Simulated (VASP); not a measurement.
# Ca (Fm-3m) in VASP: single point with PBEsol

Aim: the single point of Ca with PBEsol.

All numbers are computed with VASP 6.6.1; they aren't measurements. Logs are shortened: lines on timing, memory, paths and dates and some standing lists are left out, and cuts for length are marked.

### 1 The cell of the first run

It takes space group Fm-3m (No. 225, cubic). Conventional cell: a = 7.187 Å, b = 7.187 Å, c = 7.187 Å, α = 90.00°, β = 90.00°, γ = 90.00°.

### 2 Single point, PBEsol

The input, INCAR:

```
SYSTEM = Ca
PREC = Accurate
ENCUT = 500
EDIFF = 1E-6
ISMEAR = -1
SIGMA = 0.1
LREAL = .False.
LASPH = .True.
NELM = 120
ALGO = Normal
ISIF = 2
LWAVE = .False.
LCHARG = .True.
GGA = PS
LELF = .True.
LVHAR = .True.
NBANDS = 11
GGA_COMPAT = .False.
```

The input, KPOINTS:

```
regular mesh
0
Gamma
  6 6 6
  0 0 0
```

The input, POSCAR:

```
Ca
1.0
    0.0000000000      3.5936090000      3.5936090000
    3.5936090000      0.0000000000      3.5936090000
    3.5936090000      3.5936090000      0.0000000000
Ca
1
Direct
    0.2500000000      0.2500000000      0.2500000000
```

Potentials or basis: VASP PAW PBE potentials, release 64 (Ca_sv).

Command:

```console
cat potpaw_PBE.64/Ca_sv/POTCAR > POTCAR
mpirun -np 1 vasp_std > vasp.out
```

OUTCAR:

```text
SYSTEM = Ca
   PREC = Accurate
   ENCUT = 500
   EDIFF = 1E-6
   ISMEAR = -1
   LREAL = .False.
   LASPH = .True.
   NELM = 120
   ISIF = 2
   GGA = PS

 ion  position               nearest neighbor table
   1  0.250  0.250  0.250-

  LATTYP: Found a face centered cubic cell.
 ALAT       =     7.1872180000

  Lattice vectors:

 A1 = (   0.0000000000,   3.5936090000,   3.5936090000)
 A2 = (   3.5936090000,   0.0000000000,   3.5936090000)
 A3 = (   3.5936090000,   3.5936090000,   0.0000000000)

Analysis of symmetry for initial positions (statically):
=====================================================================
 Subroutine PRICEL returns:
 Original cell was already a primitive cell.

 Routine SETGRP: Setting up the symmetry group for a
 face centered cubic supercell.

 Subroutine GETGRP returns: Found 48 space group operations
 (whereof 24 operations were pure point group operations)
 out of a pool of 48 trial point group operations.

The static configuration has the point symmetry T_d .
 The point group associated with its full space group is O_h .

Analysis of symmetry for dynamics (positions and initial velocities):
=====================================================================
 Subroutine PRICEL returns:
 Original cell was already a primitive cell.

 Routine SETGRP: Setting up the symmetry group for a
 face centered cubic supercell.

 Subroutine GETGRP returns: Found 48 space group operations
 (whereof 24 operations were pure point group operations)
 out of a pool of 48 trial point group operations.

The dynamic configuration has the point symmetry T_d .
 The point group associated with its full space group is O_h .

 Subroutine INISYM returns: Found 48 space group operations
 (whereof 24 operations are pure point group operations),
 and found     1 'primitive' translations

----------------------------------------------------------------------------------------

                                     Primitive cell

  volume of cell :      92.8159

  direct lattice vectors                    reciprocal lattice vectors
     0.000000000  3.593609000  3.593609000    -0.139135894  0.139135894  0.139135894
     3.593609000  0.000000000  3.593609000     0.139135894 -0.139135894  0.139135894
     3.593609000  3.593609000  0.000000000     0.139135894  0.139135894 -0.139135894

  length of vectors
     5.082130586  5.082130586  5.082130586     0.240990437  0.240990437  0.240990437

  position of ions in fractional coordinates (direct lattice)
     0.250000000  0.250000000  0.250000000

  ion indices of the primitive-cell ions
   primitive index   ion index
                 1           1

----------------------------------------------------------------------------------------

 KPOINTS: regular mesh

Automatic generation of k-mesh.
 Grid dimensions read from file:
 generate k-points for:    6    6    6

 Generating k-lattice:

  Cartesian coordinates                     Fractional coordinates (reciprocal lattice)
    -0.023189316  0.023189316  0.023189316     0.166666667  0.000000000  0.000000000
     0.023189316 -0.023189316  0.023189316     0.000000000  0.166666667  0.000000000
     0.023189316  0.023189316 -0.023189316     0.000000000  0.000000000  0.166666667

  Length of vectors
     0.040165073  0.040165073  0.040165073

  Shift w.r.t. Gamma in fractional coordinates (k-lattice)
     0.000000000  0.000000000  0.000000000

 Subroutine IBZKPT returns following result:
 ===========================================

 Found     16 irreducible k-points:

 Following reciprocal coordinates:
            Coordinates               Weight
  0.000000  0.000000  0.000000      1.000000
  0.166667  0.000000  0.000000      8.000000
  0.333333  0.000000  0.000000      8.000000
  0.500000  0.000000  0.000000      4.000000
  0.166667  0.166667  0.000000      6.000000
  0.333333  0.166667  0.000000     24.000000
[... 8 lines left out ...]
 -0.333333  0.333333  0.166667     24.000000
 -0.333333  0.500000  0.166667     12.000000
   k-points           NKPTS =     16   k-points in BZ     NKDIM =     16   number of bands    NBANDS=     11
   number of dos      NEDOS =    301   number of ions     NIONS =      1
   total plane-waves  NPLWV =  64000
   dimension x,y,z NGX =    40 NGY =   40 NGZ =   40
   dimension x,y,z NGXF=    80 NGYF=   80 NGZF=   80
   ions per type =               1
   NGX,Y,Z   is equivalent  to a cutoff of  13.08, 13.08, 13.08 a.u.
   NGXF,Y,Z  is equivalent  to a cutoff of  26.17, 26.17, 26.17 a.u.
 SYSTEM =  Ca
   PREC   = accura    normal or accurate (medium, high low for compatibility)
   ISTART =      0    job   : 0-new  1-cont  2-samecut
   ICHARG =      2    charge: 1-file 2-atom 10-const
   ISPIN  =      1    spin polarized calculation?
   LNONCOLLINEAR =      F non collinear calculations
   LSORBIT =      F    spin-orbit coupling
   LASPH  =      T    aspherical Exc in radial PAW
   ENCUT  =  500.0 eV  36.75 Ry    6.06 a.u.   9.27  9.27  9.27*2*pi/ulx,y,z
   NELM   =    120;   NELMIN=  2; NELMDL= -5     # of ELM steps
   EDIFF  = 0.1E-05   stopping-criterion for ELM
   LREAL  =      F    real-space projection
   EDIFFG = 0.1E-04   stopping-criterion for IOM
   NSW    =      0    number of steps for IOM
   IBRION =     -1    ionic relax: 0-MD 1-quasi-New 2-CG
   NFREE  =      0    steps in history (QN), initial steepest desc. (CG)
   ISIF   =      2    stress and relaxation
   ISYM   =      2    0-nonsym 1-usesym 2-fastsym
   POTIM  = 0.5000    time-step for ionic-motion
   TEBEG  =    0.0;   TEEND  =   0.0 temperature during run
   PSTRESS=    0.0 pullay stress
   NELECT =      10.0000    total number of electrons
   NUPDOWN=      -1.0000    fix difference up-down
   EMIN   =  10.00;   EMAX   =-10.00  energy-range for DOS
   EFERMI =   0.00;   METHOD = LEGACY
   ISMEAR =    -1;   SIGMA  =   0.10  broadening in eV -4-tet -1-fermi 0-gaus
   EFERMI_NEDOS =   21; number of points for ismear=-14 and -15
   IALGO  =     38    algorithm
   IMIX   =      4    mixing-type and parameters
     AMIX     =   0.40;   BMIX     =  1.00
     AMIX_MAG =   1.60;   BMIX_MAG =  1.00
  volume/ion in A,a.u.               =      92.82       626.35
  Fermi-wavevector in a.u.,A,eV,Ry     =   0.778994  1.472085  8.256442  0.606831
  Thomas-Fermi vector in A             =   1.882006
   LORBIT       =      0    0 simple, 1 ext, 2 COOP (PROOUT), +10 PAW based schemes
   GGA     = PS    functional components
   LHFCALC =     F    Hartree Fock is set to
   AEXX    =    0.0000 exact exchange contribution
   IVDW    =     0    specifies the selected vdW correction
   LEPSILON=     F    determine dielectric tensor
   LRPA    =     F    only Hartree local field effects (RPA)
 non-spin polarized calculation
  energy-cutoff  :      500.00
  volume of cell :       92.82
 maximum number of plane-waves:      2397
 NGX is ok and might be reduce to    40
   NGX = 19   NGY = 19   NGZ = 19

 number of electron      10.0000000 magnetization

 Free energy of the ion-electron system (eV)
  ---------------------------------------------------
  ext. energy  EPLUGINS =         0.00000000
  ---------------------------------------------------
  free energy    TOTEN  =        -1.14755398 eV

  energy without entropy =       -1.09584618  energy(sigma->0) =       -1.12170008

 E-fermi :  -0.3677     XC(G=0):  -5.6837

 val. band max:       -0.5290848553   @ k =  -0.3333   0.3333   0.1667
 cond. band min:      -0.2511101879   @ k =   0.5000   0.1667   0.0000
 fundamental gap:      0.2779746674
 Fermi energy:        -0.3676824815

 k-point     1 :       0.0000    0.0000    0.0000
  band No.  band energies     occupation
      1     -43.9167      2.00000
      2     -24.9151      2.00000
      3     -24.9151      2.00000
      4     -24.9151      2.00000
      5      -3.0572      2.00000
      6       0.9114      0.00001
      7       0.9114      0.00001
      8       0.9114      0.00001
      9       1.2900      0.00000
     10       1.2900      0.00000
     11       5.6325      0.00000

 k-point     2 :       0.1667    0.0000    0.0000
  band No.  band energies     occupation
      1     -43.9166      2.00000
      2     -24.9162      2.00000
      3     -24.9152      2.00000
      4     -24.9152      2.00000
      5      -2.8008      2.00000
      6       0.7459      0.00003
      7       0.9630      0.00000
      8       0.9630      0.00000
      9       1.2686      0.00000
     10       1.2686      0.00000
     11       3.9768      0.00000

 k-point     3 :       0.3333    0.0000    0.0000
  band No.  band energies     occupation
      1     -43.9165      2.00000
      2     -24.9187      2.00000
      3     -24.9156      2.00000
      4     -24.9156      2.00000
      5      -2.0652      2.00000
      6       0.2370      0.00472
      7       0.9365      0.00000
      8       0.9365      0.00000
      9       1.3994      0.00000
     10       1.3994      0.00000
     11       2.2159      0.00000

 k-point     4 :       0.5000    0.0000    0.0000
  band No.  band energies     occupation
      1     -43.9165      2.00000
      2     -24.9199      2.00000
      3     -24.9159      2.00000
      4     -24.9159      2.00000
      5      -1.2224      1.99961
      6      -0.5424      1.70322
      7       0.8870      0.00001
      8       0.8870      0.00001
      9       1.5296      0.00000
     10       1.5296      0.00000
     11       1.6036      0.00000
[... 127 lines left out ...]
 k-point    14 :       0.5000    0.3333    0.1667
  band No.  band energies     occupation
      1     -43.9165      2.00000
      2     -24.9187      2.00000
      3     -24.9172      2.00000
      4     -24.9163      2.00000
      5      -1.4246      1.99995
      6       0.2939      0.00267
      7       0.5474      0.00021
      8       1.1394      0.00000
      9       1.3333      0.00000
     10       1.5535      0.00000
     11       2.0967      0.00000

 k-point    15 :      -0.3333    0.3333    0.1667
  band No.  band energies     occupation
      1     -43.9164      2.00000
      2     -24.9189      2.00000
      3     -24.9177      2.00000
      4     -24.9166      2.00000
      5      -0.5291      1.66794
      6      -0.2427      0.44563
      7       0.4469      0.00058
      8       0.9357      0.00000
      9       1.3437      0.00000
     10       1.5658      0.00000
     11       1.8199      0.00000

 k-point    16 :      -0.3333    0.5000    0.1667
  band No.  band energies     occupation
      1     -43.9164      2.00000
      2     -24.9190      2.00000
      3     -24.9177      2.00000
      4     -24.9170      2.00000
      5      -0.2087      0.33889
      6       0.0375      0.03419
      7       0.1730      0.00893
      8       0.7584      0.00003
      9       1.5356      0.00000
     10       1.5897      0.00000
     11       1.7964      0.00000

------------------------ aborting loop because EDIFF is reached ----------------------------------------

  FORCE on cell =-STRESS in cart. coord.  units (eV):
  Direction    XX          YY          ZZ          XY          YZ          ZX
  --------------------------------------------------------------------------------------
  -------------------------------------------------------------------------------------
  Total       -1.7628277     -1.7628277     -1.7628277     -0.0000000      0.0000000     -0.0000000
  in kB      -30.4297226    -30.4297226    -30.4297226     -0.0000000      0.0000000     -0.0000000
  external PRESSURE =     -30.4297226 kB  Pullay stress =       0.0000000 kB

 VOLUME and BASIS-vectors are now :
 -----------------------------------------------------------------------------
  energy-cutoff  :      500.00
  volume of cell :       92.82
      direct lattice vectors                 reciprocal lattice vectors
     0.000000000  3.593609000  3.593609000    -0.139135894  0.139135894  0.139135894
     3.593609000  0.000000000  3.593609000     0.139135894 -0.139135894  0.139135894
     3.593609000  3.593609000  0.000000000     0.139135894  0.139135894 -0.139135894

 POSITION                                       TOTAL-FORCE (eV/Angst)
 -----------------------------------------------------------------------------------
      1.79680      1.79680      1.79680         0.000000      0.000000      0.000000
 -----------------------------------------------------------------------------------
    total drift:                               -0.000000     -0.000000      0.000000

  FREE ENERGIE OF THE ION-ELECTRON SYSTEM (eV)
  ---------------------------------------------------
  free  energy   TOTEN  =        -1.1475539811 eV

  energy  without entropy=       -1.0958461791  energy(sigma->0) =       -1.12170008
```

Wall time 18 s (1 thread of Intel Xeon Platinum 8259CL at 2.50GHz (Skylake/Cascade Lake), shared host); peak memory 0.23 GiB.

What came out:

| Property | Result |
| --- | --- |
| Free energy | -1.1476 eV |
| Pressure | -3.0 GPa |
| Band gap on the k mesh | zero (bands 5 and 6 overlap by 0.33 eV) |

Levels at points of the mesh, in eV from the Fermi level:
```csv
k point,band 1,band 2,band 3,band 4,band 5,band 6,band 7,band 8,band 9,band 10
"(0.00, 0.00, 0.00)",-43.55,-24.55,-24.55,-24.55,-2.69,1.28,1.28,1.28,1.66,1.66
"(0.50, 0.00, 0.00)",-43.55,-24.55,-24.55,-24.55,-0.85,-0.17,1.25,1.25,1.90,1.90
"(0.50, 0.50, 0.00)",-43.55,-24.55,-24.55,-24.55,-0.16,0.35,0.62,1.89,1.91,1.96
```

Caveat: the cell stands under tension; the PAW data sets were made with another functional, which shifts forces and pressure a little.

The gap in the log of VASP goes by the Fermi energy; the results here count the filled bands.